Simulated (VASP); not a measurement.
A run of VASP 6.6.1:

The input INCAR:

```
PREC = Accurate ; ENCUT = 520
EDIFF = 1E-6 ; ISMEAR = 0
SIGMA = 0.15 ; LREAL = F
LASPH = T ; NELM = 60
ALGO = Fast ; ISIF = 2
LWAVE = F ; LCHARG = F
GGA = PE ; NBANDS = 16
```

Contents of KPOINTS:

```
Automatic mesh
0
Gamma
  16 16 16
```

POSCAR

```
AlRu
1.0
    3.0963060000      0.0000000000      0.0000000000
    0.0000000000      2.9916000000      0.0000000000
    0.0000000000      0.0000000000      2.9916000000
Al Ru
1 1
Direct
    0.0000000000      0.0000000000      0.0000000000
    0.5000000000      0.5000000000      0.5000000000
```

Potentials or basis: VASP PAW PBE potentials, release 64 (Al, Ru_pv).

The run is started by

```sh
$ cat potpaw_PBE.64/Al/POTCAR potpaw_PBE.64/Ru_pv/POTCAR > POTCAR
$ mpirun -np 1 vasp_std > vasp.out
```

Hardware: 1 thread of Intel(R) Xeon(R) Platinum 8375C CPU @ 2.90GHz (Ice Lake), on a shared host.

Q: How long does it take, and how much memory?

A: It took 62 s on 1 thread of Intel(R) Xeon(R) Platinum 8375C CPU @ 2.90GHz (Ice Lake) (shared host), peak memory 0.28 GiB. Counts: scf iterations 12, k points 405.
